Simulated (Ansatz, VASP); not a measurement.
## Sn in VASP and in Ansatz

The input INCAR:

```
SYSTEM = Sn
PREC = Accurate
ENCUT = 520
EDIFF = 1E-6
ISMEAR = -1
SIGMA = 0.05
LREAL = .FALSE.
LASPH = .TRUE.
NELM = 100
ALGO = Normal
ISIF = 2
LWAVE = .FALSE.
LCHARG = .FALSE.
GGA = PE
NBANDS = 21
```

KPOINTS

```
regular mesh
0
G
  11 11 11
  0 0 0
```

POSCAR

```
Sn
1.0
    0.0000000000      3.2456000000      3.2456000000
    3.2456000000      0.0000000000      3.2456000000
    3.2456000000      3.2456000000      0.0000000000
Sn
2
Direct
    0.5000000000      0.5000000000      0.5000000000
    0.7500000000      0.7500000000      0.7500000000
```

Input for Ansatz:

```yaml
crystal:
  lattice:
    - [0.0, 3.2456, 3.2456]
    - [3.2456, 0.0, 3.2456]
    - [3.2456, 3.2456, 0.0]
  atoms:
    - { symbol: Sn, position: [0.5, 0.5, 0.5] }
    - { symbol: Sn, position: [0.75, 0.75, 0.75] }
kpoints:
  mp_grid: { grid: [11, 11, 11] }
  band_path:
    path:
      - [0.0, 0.0, 0.0]
      - [0.5, 0.0, 0.5]
      - [0.625, 0.25, 0.625]
      - [0.375, 0.375, 0.75]
      - [0.0, 0.0, 0.0]
      - [0.5, 0.5, 0.5]
      - [0.5, 0.25, 0.75]
      - [0.5, 0.0, 0.5]
    npoints: 5
scf:
  occupations: { method: fermi_dirac, width: 0.05 }
hamiltonian:
  xc: pbe
  pseudopotentials:
    kind: all_electron
    lapw: { basis_error: 0.001 }
    relativity: none
output:
  forces: true
  stress: true
  eigenvalues: true
```

Alike in both runs: task single point; functional PBE; k mesh 11 × 11 × 11; occupations fermi-dirac, width 0.05 eV; no spin polarisation.

```csv
,VASP,Ansatz
version,VASP 6.6.1,Ansatz 0.2.0
potentials or method,"VASP PAW PBE potentials, release 64 (Sn_d), cutoff 520 eV","all-electron LAPW, non-relativistic"
```

|  | VASP | Ansatz | Ansatz less VASP |
| --- | --- | --- | --- |
| pressure (GPa) | 3.2 | 4.0 | +0.82 |

Ansatz ran all-electron here, and VASP with PAW potentials.
